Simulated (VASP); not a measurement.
# Sr (P3_121) in VASP: single point with PBE

Aim: the single point of Sr with PBE.

Everything below comes from runs of VASP 6.6.1. Logs are shortened: lines on timing, memory, paths and dates and some standing lists are left out, and cuts for length are marked.

## (1) The cell of the first run

The typed cell holds 3 atoms: a = 6.694 Å, b = 6.694 Å, c = 4.098 Å, α = 90.00°, β = 90.00°, γ = 120.00°.

## (2) Single point, PBE

INCAR

```
PREC = Accurate
ENCUT = 520
EDIFF = 1E-7
ISMEAR = 0
SIGMA = 0.1
LREAL = False
LASPH = True
NELM = 60
ALGO = Normal
ISIF = 2
LWAVE = False
LCHARG = True
GGA = PE
LELF = True
LVHAR = True
NBANDS = 22
```

KPOINTS

```
Automatic mesh
0
Gamma
  6 6 4
```

POSCAR

```
Sr
1.0
    6.6941615058      0.0000000000      0.0000000000
   -3.3470807529      5.7973139211      0.0000000000
    0.0000000000      0.0000000000      4.0977661559
Sr
3
Direct
    0.3337340991      0.0000000000      0.3333333333
    0.0000000000      0.3337340991      0.6666666667
    0.6662659009      0.6662659009      0.0000000000
```

Potentials or basis: VASP PAW PBE potentials, release 64 (Sr_sv).

Run with:

```sh
cat potpaw_PBE.64/Sr_sv/POTCAR > POTCAR
mpirun -np 1 vasp_std > vasp.out
```

OUTCAR:

```text
PREC = Accurate
   ENCUT = 520
   EDIFF = 1E-7
   ISMEAR = 0
   LREAL = False
   LASPH = True
   NELM = 60
   ISIF = 2
   GGA = PE

 ion  position               nearest neighbor table
   1  0.334  0.000  0.333-   3 4.10   3 4.10   2 4.10   2 4.10   3 4.10   2 4.10   2 4.73   2 4.73
                             3 4.73   3 4.73   2 4.74   3 4.74
   2  0.000  0.334  0.667-   3 4.10   3 4.10   1 4.10   1 4.10   3 4.10   1 4.10   1 4.73   1 4.73
                             3 4.73   3 4.73   1 4.74   3 4.74
   3  0.666  0.666  0.000-   2 4.10   2 4.10   1 4.10   1 4.10   1 4.10   2 4.10   2 4.73   2 4.73
                             1 4.73   1 4.73   1 4.74   2 4.74

  LATTYP: Found a hexagonal cell.
 ALAT       =     6.6941615058
 C/A-ratio  =     0.6121403184

  Lattice vectors:

 A1 = (   6.6941615058,   0.0000000000,   0.0000000000)
 A2 = (  -3.3470807529,   5.7973139211,   0.0000000000)
 A3 = (   0.0000000000,   0.0000000000,   4.0977661559)

Analysis of symmetry for initial positions (statically):
=====================================================================
 Subroutine PRICEL returns:
 Original cell was already a primitive cell.

 Routine SETGRP: Setting up the symmetry group for a
 hexagonal supercell.

 Subroutine GETGRP returns: Found  6 space group operations
 (whereof  2 operations were pure point group operations)
 out of a pool of 24 trial point group operations.

The static configuration has the point symmetry C_2 .
 The point group associated with its full space group is D_3 .

Analysis of symmetry for dynamics (positions and initial velocities):
=====================================================================
 Subroutine PRICEL returns:
 Original cell was already a primitive cell.

 Routine SETGRP: Setting up the symmetry group for a
 hexagonal supercell.

 Subroutine GETGRP returns: Found  6 space group operations
 (whereof  2 operations were pure point group operations)
 out of a pool of 24 trial point group operations.

The dynamic configuration has the point symmetry C_2 .
 The point group associated with its full space group is D_3 .

 Subroutine INISYM returns: Found  6 space group operations
 (whereof  2 operations are pure point group operations),
 and found     1 'primitive' translations

----------------------------------------------------------------------------------------

                                     Primitive cell

  volume of cell :     159.0267

  direct lattice vectors                    reciprocal lattice vectors
     6.694161506  0.000000000  0.000000000     0.149383907  0.086246839  0.000000000
    -3.347080753  5.797313921  0.000000000     0.000000000  0.172493678  0.000000000
     0.000000000  0.000000000  4.097766156     0.000000000  0.000000000  0.244035399

  length of vectors
     6.694161506  6.694161506  4.097766156     0.172493678  0.172493678  0.244035399

  position of ions in fractional coordinates (direct lattice)
     0.333734099  0.000000000  0.333333333
     0.000000000  0.333734099  0.666666667
     0.666265901  0.666265901  0.000000000

  ion indices of the primitive-cell ions
   primitive index   ion index
                 1           1
                 2           2
                 3           3

----------------------------------------------------------------------------------------

 KPOINTS: Automatic mesh

Automatic generation of k-mesh.
 Grid dimensions read from file:
 generate k-points for:    6    6    4

 Generating k-lattice:

  Cartesian coordinates                     Fractional coordinates (reciprocal lattice)
     0.024897318  0.014374473  0.000000000     0.166666667  0.000000000  0.000000000
     0.000000000  0.028748946  0.000000000     0.000000000  0.166666667  0.000000000
     0.000000000  0.000000000  0.061008850     0.000000000  0.000000000  0.250000000

  Length of vectors
     0.028748946  0.028748946  0.061008850

  Shift w.r.t. Gamma in fractional coordinates (k-lattice)
     0.000000000  0.000000000  0.000000000

 Subroutine IBZKPT returns following result:
 ===========================================

 Found     24 irreducible k-points:

 Following reciprocal coordinates:
            Coordinates               Weight
  0.000000  0.000000  0.000000      1.000000
  0.166667  0.000000  0.000000      6.000000
  0.333333  0.000000  0.000000      6.000000
  0.500000  0.000000  0.000000      3.000000
  0.166667  0.166667  0.000000      6.000000
  0.333333  0.166667  0.000000     12.000000
[... 16 lines left out ...]
  0.333333  0.166667  0.500000     12.000000
  0.333333  0.333333  0.500000      2.000000
   k-points           NKPTS =     24   k-points in BZ     NKDIM =     24   number of bands    NBANDS=     22
   number of dos      NEDOS =    301   number of ions     NIONS =      3
   total plane-waves  NPLWV =  75000
   dimension x,y,z NGX =    50 NGY =   50 NGZ =   30
   dimension x,y,z NGXF=   100 NGYF=  100 NGZF=   60
   ions per type =               3
   NGX,Y,Z   is equivalent  to a cutoff of  12.42, 12.42, 12.17 a.u.
   NGXF,Y,Z  is equivalent  to a cutoff of  24.83, 24.83, 24.34 a.u.
 SYSTEM =  unknown system
   PREC   = accura    normal or accurate (medium, high low for compatibility)
   ISTART =      0    job   : 0-new  1-cont  2-samecut
   ICHARG =      2    charge: 1-file 2-atom 10-const
   ISPIN  =      1    spin polarized calculation?
   LNONCOLLINEAR =      F non collinear calculations
   LSORBIT =      F    spin-orbit coupling
   LASPH  =      T    aspherical Exc in radial PAW
   ENCUT  =  520.0 eV  38.22 Ry    6.18 a.u.  12.45 12.45  7.62*2*pi/ulx,y,z
   NELM   =     60;   NELMIN=  2; NELMDL= -5     # of ELM steps
   EDIFF  = 0.1E-06   stopping-criterion for ELM
   LREAL  =      F    real-space projection
   EDIFFG = 0.1E-05   stopping-criterion for IOM
   NSW    =      0    number of steps for IOM
   IBRION =     -1    ionic relax: 0-MD 1-quasi-New 2-CG
   NFREE  =      0    steps in history (QN), initial steepest desc. (CG)
   ISIF   =      2    stress and relaxation
   ISYM   =      2    0-nonsym 1-usesym 2-fastsym
   POTIM  = 0.5000    time-step for ionic-motion
   TEBEG  =    0.0;   TEEND  =   0.0 temperature during run
   PSTRESS=    0.0 pullay stress
   NELECT =      30.0000    total number of electrons
   NUPDOWN=      -1.0000    fix difference up-down
   EMIN   =  10.00;   EMAX   =-10.00  energy-range for DOS
   EFERMI =   0.00;   METHOD = LEGACY
   ISMEAR =     0;   SIGMA  =   0.10  broadening in eV -4-tet -1-fermi 0-gaus
   EFERMI_NEDOS =   21; number of points for ismear=-14 and -15
   IALGO  =     38    algorithm
   IMIX   =      4    mixing-type and parameters
     AMIX     =   0.40;   BMIX     =  1.00
     AMIX_MAG =   1.60;   BMIX_MAG =  1.00
  volume/ion in A,a.u.               =      53.01       357.72
  Fermi-wavevector in a.u.,A,eV,Ry     =   0.938913  1.774288 11.994311  0.881557
  Thomas-Fermi vector in A             =   2.066172
   LORBIT       =      0    0 simple, 1 ext, 2 COOP (PROOUT), +10 PAW based schemes
   GGA     = PE    functional components
   LHFCALC =     F    Hartree Fock is set to
   AEXX    =    0.0000 exact exchange contribution
   IVDW    =     0    specifies the selected vdW correction
   LEPSILON=     F    determine dielectric tensor
   LRPA    =     F    only Hartree local field effects (RPA)
 non-spin polarized calculation
 Gauss-broadening in eV      SIGMA  =   0.10
  energy-cutoff  :      520.00
  volume of cell :      159.03
 maximum number of plane-waves:      4311
 NGX is ok and might be reduce to    50
   NGX = 25   NGY = 25   NGZ = 15

 number of electron      30.0000000 magnetization

 Free energy of the ion-electron system (eV)
  ---------------------------------------------------
  ext. energy  EPLUGINS =         0.00000000
  ---------------------------------------------------
  free energy    TOTEN  =        -4.92120524 eV

  energy without entropy =       -4.90626326  energy(sigma->0) =       -4.91373425

 E-fermi :   1.6884     XC(G=0):  -7.4598

 val. band max:        1.6700662349   @ k =   0.1667   0.1667   0.5000
 cond. band min:       1.6994892048   @ k =   0.0000   0.1667   0.2500
 fundamental gap:      0.0294229699
 Fermi energy:         1.6884263596

 k-point     1 :       0.0000    0.0000    0.0000
  band No.  band energies     occupation
      1     -34.8303      2.00000
      2     -34.8099      2.00000
      3     -34.8099      2.00000
      4     -16.8652      2.00000
      5     -16.8644      2.00000
      6     -16.8644      2.00000
[... 14 lines left out ...]
     21       4.1348      0.00000
     22       4.1348      0.00000

 k-point     2 :       0.1667    0.0000    0.0000
  band No.  band energies     occupation
      1     -34.8287      2.00000
      2     -34.8109      2.00000
      3     -34.8106      2.00000
      4     -16.9005      2.00000
      5     -16.8917      2.00000
      6     -16.8237      2.00000
[... 14 lines left out ...]
     21       4.0137      0.00000
     22       4.2970      0.00000

 k-point     3 :       0.3333    0.0000    0.0000
  band No.  band energies     occupation
      1     -34.8245      2.00000
      2     -34.8141      2.00000
      3     -34.8117      2.00000
      4     -16.9254      2.00000
      5     -16.8850      2.00000
      6     -16.7918      2.00000
[... 14 lines left out ...]
     21       3.6477      0.00000
     22       4.7686      0.00000

 k-point     4 :       0.5000    0.0000    0.0000
  band No.  band energies     occupation
      1     -34.8191      2.00000
      2     -34.8189      2.00000
      3     -34.8122      2.00000
      4     -16.9342      2.00000
      5     -16.8438      2.00000
      6     -16.8430      2.00000
[... 14 lines left out ...]
     21       3.2528      0.00000
     22       5.0370      0.00000

 k-point     5 :       0.1667    0.1667    0.0000
  band No.  band energies     occupation
      1     -34.8258      2.00000
      2     -34.8122      2.00000
      3     -34.8122      2.00000
      4     -16.9062      2.00000
      5     -16.9056      2.00000
      6     -16.7961      2.00000
[... 14 lines left out ...]
     21       3.7526      0.00000
     22       4.6072      0.00000

 k-point     6 :       0.3333    0.1667    0.0000
  band No.  band energies     occupation
      1     -34.8210      2.00000
      2     -34.8160      2.00000
      3     -34.8133      2.00000
      4     -16.9180      2.00000
      5     -16.8794      2.00000
      6     -16.8259      2.00000
[... 14 lines left out ...]
     21       3.4150      0.00000
     22       5.1843      0.00000

 k-point     7 :       0.3333    0.3333    0.0000
  band No.  band energies     occupation
      1     -34.8168      2.00000
      2     -34.8168      2.00000
      3     -34.8166      2.00000
      4     -16.8798      2.00000
      5     -16.8798      2.00000
      6     -16.8791      2.00000
[... 324 lines left out ...]
      6     -16.8824      2.00000
[... 14 lines left out ...]
     21       3.5685      0.00000
     22       4.8503      0.00000

 k-point    21 :       0.5000    0.0000    0.5000
  band No.  band energies     occupation
      1     -34.8122      2.00000
      2     -34.8070      2.00000
      3     -34.8069      2.00000
      4     -16.9348      2.00000
      5     -16.8911      2.00000
      6     -16.8911      2.00000
[... 14 lines left out ...]
     21       2.9950      0.00000
     22       4.7897      0.00000

 k-point    22 :       0.1667    0.1667    0.5000
  band No.  band energies     occupation
      1     -34.8122      2.00000
      2     -34.8122      2.00000
      3     -34.8018      2.00000
      4     -16.9066      2.00000
      5     -16.9066      2.00000
      6     -16.8863      2.00000
[... 14 lines left out ...]
     21       4.0243      0.00000
     22       4.4544      0.00000

 k-point    23 :       0.3333    0.1667    0.5000
  band No.  band energies     occupation
      1     -34.8114      2.00000
      2     -34.8093      2.00000
      3     -34.8055      2.00000
      4     -16.9273      2.00000
      5     -16.9078      2.00000
      6     -16.8999      2.00000
[... 14 lines left out ...]
     21       3.4474      0.00000
     22       4.2003      0.00000

 k-point    24 :       0.3333    0.3333    0.5000
  band No.  band energies     occupation
      1     -34.8088      2.00000
      2     -34.8087      2.00000
      3     -34.8087      2.00000
      4     -16.9188      2.00000
      5     -16.9187      2.00000
      6     -16.9187      2.00000
[... 14 lines left out ...]
     21       3.3496      0.00000
     22       4.2007      0.00000

------------------------ aborting loop because EDIFF is reached ----------------------------------------

  FORCE on cell =-STRESS in cart. coord.  units (eV):
  Direction    XX          YY          ZZ          XY          YZ          ZX
  --------------------------------------------------------------------------------------
  -------------------------------------------------------------------------------------
  Total        0.0871642      0.0871642      0.3606464     -0.0000000     -0.0000000      0.0000000
  in kB        0.8781703      0.8781703      3.6334731     -0.0000000     -0.0000000      0.0000000
  external PRESSURE =       1.7966046 kB  Pullay stress =       0.0000000 kB

 VOLUME and BASIS-vectors are now :
 -----------------------------------------------------------------------------
  energy-cutoff  :      520.00
  volume of cell :      159.03
      direct lattice vectors                 reciprocal lattice vectors
     6.694161506  0.000000000  0.000000000     0.149383907  0.086246839  0.000000000
    -3.347080753  5.797313921  0.000000000     0.000000000  0.172493678  0.000000000
     0.000000000  0.000000000  4.097766156     0.000000000  0.000000000  0.244035399

 POSITION                                       TOTAL-FORCE (eV/Angst)
 -----------------------------------------------------------------------------------
      2.23407      0.00000      1.36592        -0.007061      0.000000     -0.000000
     -1.11703      1.93476      2.73184         0.003530     -0.006115      0.000000
      2.23005      3.86255      0.00000         0.003530      0.006115     -0.000000
 -----------------------------------------------------------------------------------
    total drift:                                0.000000     -0.000000     -0.000000

  FREE ENERGIE OF THE ION-ELECTRON SYSTEM (eV)
  ---------------------------------------------------
  free  energy   TOTEN  =        -4.9212052421 eV

  energy  without entropy=       -4.9062632622  energy(sigma->0) =       -4.91373425
```

Wall time 64 s (1 thread of Intel Xeon 6975P-C (Granite Rapids), shared host); peak memory 0.27 GiB.

What came out:

| Quantity | Value |
| --- | --- |
| Free energy | -4.9212 eV |
| Pressure | 0.2 GPa |
| Largest force | 0.007 eV/Å |
| Band gap on the k mesh | zero (band 15 reaches 1.93 eV, above the bottom of band 16 at 1.53 eV) |

Forces in eV/Å, atoms in the order of the input:
```
Sr  -0.007  0.000  0.000
Sr   0.004 -0.006  0.000
Sr   0.004  0.006  0.000
```

Caveat: the k points lie up to 0.38 Å⁻¹ apart.
